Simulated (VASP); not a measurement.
# SrTiO3 (Imma) in VASP: further runs, part 2 of 2

VASP 6.6.1. The steps go on from the part before.

### 3 Single point, PBE (atoms displaced along a vibrational mode)

INCAR reads:

```
SYSTEM = SrTiO3
PREC = Accurate ; ENCUT = 520
EDIFF = 1E-6 ; ISMEAR = 0
SIGMA = 0.05 ; LREAL = .FALSE.
LASPH = .TRUE. ; NELM = 80
ALGO = Normal ; ISIF = 2
LWAVE = .FALSE. ; LCHARG = .FALSE.
GGA = PE ; NBANDS = 51
```

KPOINTS reads:

```
regular mesh
0
G
  6 6 6
  0 0 0
```

POSCAR reads:

```
SrTiO3
1.0
   -3.9364035682      0.0000000000     -3.9364035682
    0.0000000000     -3.9364035682     -3.9364035682
   -3.9364035682     -3.9364035682      0.0000000000
Sr Ti O
2 2 6
Direct
    0.0000000000      0.0000000000      0.0000000000
    0.5000000000      0.5000000000      0.5000000000
    0.2500000000      0.2500000000      0.2836811303
    0.7500000000      0.7500000000      0.7163188697
    0.0000000000      0.5000000000      0.0000000000
    0.5000000000      0.0000000000      0.5000000000
    0.0000000000      0.5000000000      0.5000000000
    0.5000000000      0.0000000000      0.0000000000
    0.0000000000      0.0000000000      0.5000000000
    0.5000000000      0.5000000000      0.0000000000
```

Potentials or basis: VASP PAW PBE potentials, release 64 (Sr_sv, Ti_sv, O).

Launch:

```bash
cat potpaw_PBE.64/Sr_sv/POTCAR potpaw_PBE.64/Ti_sv/POTCAR potpaw_PBE.64/O/POTCAR > POTCAR
mpirun -np 1 vasp_std > vasp.out
```

OUTCAR:

```text
SYSTEM = SrTiO3
   PREC = Accurate
   ENCUT = 520
   EDIFF = 1E-6
   ISMEAR = 0
   LREAL = .FALSE.
   LASPH = .TRUE.
   NELM = 80
   ISIF = 2
   GGA = PE

 ion  position               nearest neighbor table
   1  0.000  0.000  0.000-   5 2.78   8 2.78   9 2.78   6 2.78   7 2.78   9 2.78   5 2.78   7 2.78
                            10 2.78   6 2.78   8 2.78  10 2.78   3 3.26   4 3.26   3 3.41   4 3.41
   2  0.500  0.500  0.500-   6 2.78   7 2.78  10 2.78   5 2.78   8 2.78  10 2.78   6 2.78   8 2.78
                             9 2.78   5 2.78   7 2.78   9 2.78   3 3.26   4 3.26   4 3.41   3 3.41
   3  0.250  0.250  0.284-   6 1.84   7 1.84   9 1.98  10 1.98   5 2.10   8 2.10   1 3.26   2 3.26
                             1 3.41   1 3.41   2 3.41   2 3.41   1 3.56   2 3.56
   4  0.750  0.750  0.716-   6 1.84   7 1.84   9 1.98  10 1.98   5 2.10   8 2.10   2 3.26   1 3.26
                             2 3.41   2 3.41   1 3.41   1 3.41   2 3.56   1 3.56
   5  0.000  0.500  0.000-   3 2.10   4 2.10   1 2.78   2 2.78   1 2.78   2 2.78
   6  0.500  0.000  0.500-   3 1.84   4 1.84   2 2.78   1 2.78   2 2.78   1 2.78
   7  0.000  0.500  0.500-   3 1.84   4 1.84   2 2.78   1 2.78   1 2.78   2 2.78
   8  0.500  0.000  0.000-   3 2.10   4 2.10   1 2.78   2 2.78   2 2.78   1 2.78
[... 1506 lines left out ...]
     51      10.7825      0.00000

 [... further k-points ...]

------------------------ aborting loop because EDIFF is reached ----------------------------------------

  FORCE on cell =-STRESS in cart. coord.  units (eV):
  Direction    XX          YY          ZZ          XY          YZ          ZX
  --------------------------------------------------------------------------------------
  -------------------------------------------------------------------------------------
  Total        3.9679320      3.9679320     -0.3842518     -1.4123409      0.0000000      0.0000000
  in kB       52.1129861     52.1129861     -5.0465851    -18.5490333      0.0000000      0.0000000
  external PRESSURE =      33.0597957 kB  Pullay stress =       0.0000000 kB

 VOLUME and BASIS-vectors are now :
 -----------------------------------------------------------------------------
  energy-cutoff  :      520.00
  volume of cell :      121.99
      direct lattice vectors                 reciprocal lattice vectors
    -3.936403568  0.000000000 -3.936403568    -0.127019497  0.127019497 -0.127019497
     0.000000000 -3.936403568 -3.936403568     0.127019497 -0.127019497 -0.127019497
    -3.936403568 -3.936403568  0.000000000    -0.127019497 -0.127019497  0.127019497

 POSITION                                       TOTAL-FORCE (eV/Angst)
 -----------------------------------------------------------------------------------
      0.00000      0.00000      0.00000        -0.000000     -0.000000     -0.000000
     -3.93640     -3.93640     -3.93640         0.000000      0.000000     -0.000000
     -2.10078     -2.10078     -1.96820         4.122636      4.122636     -0.000000
     -5.77202     -5.77202     -5.90461        -4.122636     -4.122636      0.000000
      0.00000     -1.96820     -1.96820         0.000000      0.000000     -0.000000
     -3.93640     -1.96820     -1.96820         0.000000      0.000000     -0.000000
     -1.96820     -3.93640     -1.96820         0.000000      0.000000     -0.000000
     -1.96820      0.00000     -1.96820        -0.000000      0.000000     -0.000000
     -1.96820     -1.96820      0.00000        -0.000000      0.000000     -0.000000
     -1.96820     -1.96820     -3.93640         0.000000     -0.000000     -0.000000
 -----------------------------------------------------------------------------------
    total drift:                                0.000000      0.000000     -0.000000

  FREE ENERGIE OF THE ION-ELECTRON SYSTEM (eV)
  ---------------------------------------------------
  free  energy   TOTEN  =       -79.1222555837 eV

  energy  without entropy=      -79.1222555837  energy(sigma->0) =      -79.12225558
```

OSZICAR:

```text
N       E                     dE             d eps       ncg     rms          rms(c)
DAV:   1     0.100969203493E+04    0.10097E+04   -0.40727E+04  4692   0.174E+03
DAV:   2     0.603178104572E+02   -0.94937E+03   -0.89019E+03  5014   0.501E+02
DAV:   3    -0.907027159083E+02   -0.15102E+03   -0.14779E+03  6086   0.188E+02
DAV:   4    -0.994350058259E+02   -0.87323E+01   -0.87100E+01  7024   0.443E+01
DAV:   5    -0.998860772008E+02   -0.45107E+00   -0.45070E+00  6752   0.817E+00    0.375E+01
DAV:   6    -0.787845925497E+02    0.21101E+02   -0.11061E+02  7071   0.730E+01    0.217E+01
DAV:   7    -0.793643751353E+02   -0.57978E+00   -0.20476E+01  6725   0.260E+01    0.153E+01
DAV:   8    -0.792065828813E+02    0.15779E+00   -0.29021E+00  6645   0.140E+01    0.452E+00
DAV:   9    -0.791332372378E+02    0.73346E-01   -0.75147E-01  7049   0.586E+00    0.140E+00
DAV:  10    -0.791270413104E+02    0.61959E-02   -0.10021E-01  6373   0.167E+00    0.898E-01
DAV:  11    -0.791222201363E+02    0.48212E-02   -0.29844E-02  6933   0.177E+00    0.158E-01
DAV:  12    -0.791221758245E+02    0.44312E-04   -0.45078E-03  6702   0.464E-01    0.811E-02
DAV:  13    -0.791222826604E+02   -0.10684E-03   -0.77376E-04  6841   0.158E-01    0.788E-02
DAV:  14    -0.791222532191E+02    0.29441E-04   -0.30915E-04  7428   0.151E-01    0.226E-02
DAV:  15    -0.791222554487E+02   -0.22296E-05   -0.62470E-05  6740   0.595E-02    0.619E-03
DAV:  16    -0.791222555837E+02   -0.13500E-06   -0.34420E-06  4895   0.112E-02
   1 F= -.79122256E+02 E0= -.79122256E+02  d E =-.951856E-17
```

stdout:

```text
POSCAR found type information on POSCAR SrTiO
 POSCAR found :  3 types and      10 ions
 scaLAPACK will be used
 LDA part: xc-table for (Slater+PW92), standard interpolation
 POSCAR, INCAR and KPOINTS ok, starting setup
 FFT: planning ... GRIDC
 FFT: planning ... GRID_SOFT
 FFT: planning ... GRID
 WAVECAR not read
 entering main loop
```

Wall time 5 min (1 thread of Intel Xeon 6975P-C (Granite Rapids), shared host); peak memory 0.4 GiB.

Results:

| Quantity | Value |
| --- | --- |
| Free energy | -79.1223 eV |
| Pressure | 3.3 GPa |
| Largest force | 5.830 eV/Å |
| Band gap on the k mesh | 0.92 eV |

Forces on the atoms (eV/Å):
```
Sr   0.000  0.000  0.000
Sr   0.000  0.000  0.000
Ti   4.123  4.123  0.000
Ti  -4.123 -4.123  0.000
O    0.000  0.000  0.000
O    0.000  0.000  0.000
O    0.000  0.000  0.000
O    0.000  0.000  0.000
O    0.000  0.000  0.000
O    0.000  0.000  0.000
```

Stress tensor (GPa, compression positive):
```
 5.21 -1.85  0.00
-1.85  5.21  0.00
 0.00  0.00 -0.50
```

Levels at points of the mesh, in eV from the valence-band top:
| k point | band 38 | band 39 | band 40 | band 41 | band 42 | band 43 |
| --- | --- | --- | --- | --- | --- | --- |
| (0.00, 0.00, 0.00) | -0.38 | -0.26 | 0.00 | 0.92 | 0.95 | 0.97 |
| (0.50, 0.00, 0.00) | -1.28 | -0.77 | -0.77 | 2.14 | 2.14 | 2.59 |
| (0.00, 0.00, 0.50) | -0.90 | -0.85 | -0.32 | 1.87 | 2.15 | 2.16 |
| (0.50, 0.50, 0.00) | -1.62 | -1.41 | -0.18 | 1.14 | 2.75 | 2.78 |
| (0.00, 0.50, 0.50) | -1.52 | -1.24 | -0.49 | 1.14 | 2.76 | 2.87 |

Caveat: the cell differs from its parent crystal (atoms displaced along a vibrational mode); the stress differs along the axes, from -1 to 5 GPa; forces of over 1 eV/Å act on the atoms, so gaps and moduli don't describe the material at rest. A k mesh can miss the band edges.
